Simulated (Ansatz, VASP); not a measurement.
**CdSe: VASP beside Ansatz**

File INCAR:

```
SYSTEM = CdSe
  PREC = Accurate
  ENCUT = 520
  EDIFF = 1E-6
  ISMEAR = 0
  SIGMA = 0.01
  LREAL = .FALSE.
  LASPH = .TRUE.
  NELM = 60
  ALGO = Normal
  ISIF = 2
  LWAVE = .FALSE.
  LCHARG = .FALSE.
  NBANDS = 26
```

Contents of KPOINTS:

```
regular mesh
0
G
  6 6 4
  0 0 0
```

Contents of POSCAR:

```
CdSe
1.0
    4.1617782876      0.0000000000      0.0000000000
   -2.0808891438      3.6042057219      0.0000000000
    0.0000000000      0.0000000000      6.8086573089
Cd Se
2 2
Direct
    0.3333333333      0.6666666667      0.0050852304
    0.6666666667      0.3333333333      0.5050852304
    0.3333333333      0.6666666667      0.3799147696
    0.6666666667      0.3333333333      0.8799147696
```

Input for Ansatz:

```yaml
crystal:
  lattice:
    - [4.16177828755, 0.0, 0.0]
    - [-2.08088914378, 3.60420572193, 0.0]
    - [0.0, 0.0, 6.8086573089]
  atoms:
    - { symbol: Cd, position: [0.333333333333, 0.666666666667, 0.005085230418] }
    - { symbol: Cd, position: [0.666666666667, 0.333333333333, 0.505085230418] }
    - { symbol: Se, position: [0.333333333333, 0.666666666667, 0.379914769582] }
    - { symbol: Se, position: [0.666666666667, 0.333333333333, 0.879914769582] }
kpoints:
  mp_grid: { grid: [6, 6, 4] }
scf:
  occupations: { method: fixed }
  convergence: { dr2_threshold: 1.0e-10 }
hamiltonian:
  xc: lda
  pseudopotentials: { kind: all_electron, lapw: { basis_error: 0.0005 } }
output:
  forces: true
  stress: true
  eigenstates:
    kpoints:
      - [0.0, 0.0, 0.0]
      - [0.0, 0.0, -0.5]
      - [-0.5, 0.0, 0.0]
      - [-0.5, 0.5, 0.0]
      - [0.0, -0.5, 0.0]
      - [-0.5, 0.0, -0.5]
      - [-0.5, 0.5, -0.5]
      - [0.0, -0.5, -0.5]
  eigenvalues: true
```

Alike in both runs: task single point; functional LDA; k mesh 6 × 6 × 4; no spin polarisation.

|  | VASP | Ansatz |
| --- | --- | --- |
| version | VASP 6.6.1 | Ansatz 0.2.0 |
| potentials or method | VASP PAW LDA potentials, release 64 (Cd, Se), cutoff 520 eV | all-electron LAPW, scalar-relativistic |
| occupations | gaussian, width 0.01 eV | fixed |

Ansatz gave:

| Property | Result |
| --- | --- |
| gap on the k mesh at the Fermi level (eV) | 0.58 |
| pressure (GPa) | 4.0 |

Problem. What did VASP give for the same quantities?

Solution. gap on the k mesh at the Fermi level (eV): 0.62; pressure (GPa): 4.7.

LDA's correlation is that of Perdew and Zunger in VASP and of Perdew and Wang (1992) in Ansatz. Ansatz ran all-electron here, and VASP with PAW potentials.
